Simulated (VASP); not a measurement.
Write the native input for VASP 6.6.1 that does the following.

| Quantity | Value |
| --- | --- |
| Task | single point |
| Functional | PBE |
| Potentials or basis | VASP PAW PBE potentials, release 64 (Au, Cu) |
| Cutoff | 400 eV |
| k mesh | 1 × 1 × 1, shifted |
| Occupations | fermi-dirac, width 0.05 eV |
| Spin | no spin polarisation |
| Dipole correction | no |
| Further INCAR settings | LREAL = Auto; ALGO = Normal; EDIFF = 1e-06; NBANDS = 102; ISYM = -1 |

The structure of Cu3Au13 lies in POSCAR:

```
Cu3Au13
1.0
    6.6859480000      0.0855830000     -0.0615900000
    0.0855830000      6.6105530000     -0.0078460000
   -0.0615900000     -0.0078460000      6.5441010000
Au Cu
13 3
Direct
    0.2214649255      0.4537981773      0.5143429976
    0.2610365086      0.4242289939      0.9957348976
    0.7203578725      0.9413654352      0.9896112231
    0.8260861935      0.4844859279      0.4012029957
    0.0519826962      0.1530634007      0.2277030183
    0.2008274126      0.8798820572      0.5352262312
    0.3378311053      0.0137339767      0.8867932776
    0.6751315570      0.3636686804      0.0387293376
    0.7318944041      0.8884756598      0.4956866278
    0.9190887277      0.6337869867      0.8054851793
    0.9878031277      0.1857857055      0.7358409458
    0.4573180974      0.1457721219      0.3228386832
    0.4699242605      0.6730781102      0.2454816339
    0.5940500997      0.2859951235      0.6533917284
    0.5088588096      0.6613817793      0.7505695306
    0.0733030497      0.7594824201      0.1613924715
```

One way to write it, as run:

INCAR

```
PREC = Accurate
ENCUT = 400
EDIFF = 1E-6
ISMEAR = -1
SIGMA = 0.05
LREAL = Auto
LASPH = True
NELM = 120
ALGO = Normal
ISIF = 2
LWAVE = False
LCHARG = False
GGA = PE
ISYM = -1
NBANDS = 102
GGA_COMPAT = False
```

KPOINTS

```
explicit points
1
Reciprocal
  0.25000000   0.25000000   0.25000000 1
```

Potentials or basis: VASP PAW PBE potentials, release 64 (Au, Cu).

Launch:

```console
$ cat potpaw_PBE.64/Au/POTCAR potpaw_PBE.64/Cu/POTCAR > POTCAR
$ mpirun -np 1 vasp_std > vasp.out
```

It gave:

```json
{"Pressure": "-1.9 GPa", "Largest force": "0.948 eV/Å"}
```

Caveat: the atoms stand as in a frame of molecular dynamics.

Run time: 70 s on 1 thread of Intel(R) Xeon(R) Platinum 8259CL CPU @ 2.50GHz (Skylake/Cascade Lake), with other jobs on the host, peak memory 0.31 GiB.
